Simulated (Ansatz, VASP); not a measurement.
**GaN in VASP and in Ansatz**

File INCAR:

```
SYSTEM = GaN
  PREC = Accurate
  ENCUT = 600
  EDIFF = 1E-7
  ISMEAR = -1
  SIGMA = 0.05
  LREAL = .FALSE.
  LASPH = .TRUE.
  NELM = 100
  ALGO = Normal
  ISIF = 3
  LWAVE = .FALSE.
  LCHARG = .FALSE.
  GGA = RP
  IVDW = 13
  IBRION = 2
  NSW = 60
  EDIFFG = -0.01
```

File KPOINTS:

```
Automatic mesh
0
G
  10 10 5
  0 0 0
```

Contents of POSCAR:

```
GaN
1.0
    3.1800000000      0.0000000000      0.0000000000
   -1.5900000000      2.7539607840      0.0000000000
    0.0000000000      0.0000000000      5.1660000000
Ga N
2 2
Direct
    0.6666666667      0.3333333333      0.5000000000
    0.3333333333      0.6666666667      0.0000000000
    0.6666666667      0.3333333333      0.8750000000
    0.3333333333      0.6666666667      0.3750000000
```

input.yaml

```yaml
crystal:
  lattice:
    - [3.18, 0.0, 0.0]
    - [-1.59, 2.753960784, 0.0]
    - [0.0, 0.0, 5.166]
  atoms:
    - { symbol: Ga, position: [0.6666666667, 0.3333333333, 0.5] }
    - { symbol: Ga, position: [0.3333333333, 0.6666666667, 0.0] }
    - { symbol: "N", position: [0.6666666667, 0.3333333333, 0.875] }
    - { symbol: "N", position: [0.3333333333, 0.6666666667, 0.375] }
hamiltonian:
  xc: rpbe
  pseudopotentials: { kind: paw }
  dispersion: d4
kpoints:
  mp_grid: { grid: [10, 10, 5] }
scf:
  occupations: { method: fermi_dirac, width: 0.05 }
output:
  forces: true
  stress: true
  write_density: true
  write_potential: true
  elf: true
  volumetric_format: npy
relax:
  f_tol: 0.01
  max_steps: 40
  cell: { stress_tol: 0.05 }
```

Alike in both runs: task relaxation of cell and atoms; functional RPBE; dispersion D4; k mesh 10 × 10 × 5; occupations fermi-dirac, width 0.05 eV; no spin polarisation.

```csv
,VASP,Ansatz
version,VASP 6.6.1,Ansatz 0.2.0
potentials or method,"VASP PAW PBE potentials, release 64 (Ga_d, N)",Ansatz PAW
plane-wave cutoff (eV),600,420
valence electrons in the cell,36,36
```

|  | VASP | Ansatz | Ansatz less VASP |
| --- | --- | --- | --- |
| gap on the k mesh at the Fermi level, each at its own relaxed structure (eV) | 2.08 | 2.05 | -0.034 |
| relaxed volume (Å³/atom) | 11.22 | 11.24 | +0.022 |
| relaxed cell length with the largest relative difference (Å) | 3.167 | 3.170 | +0.0028 |

VASP's potentials were made for PBE, not for RPBE.

Noted on Ansatz's run: odd divisions of the mesh miss points on the zone boundary, where band edges often lie, so the gap on the mesh can be too wide; the plane-wave basis is chosen anew once the cell has moved, so the energies of steps on either side of that aren't comparable.
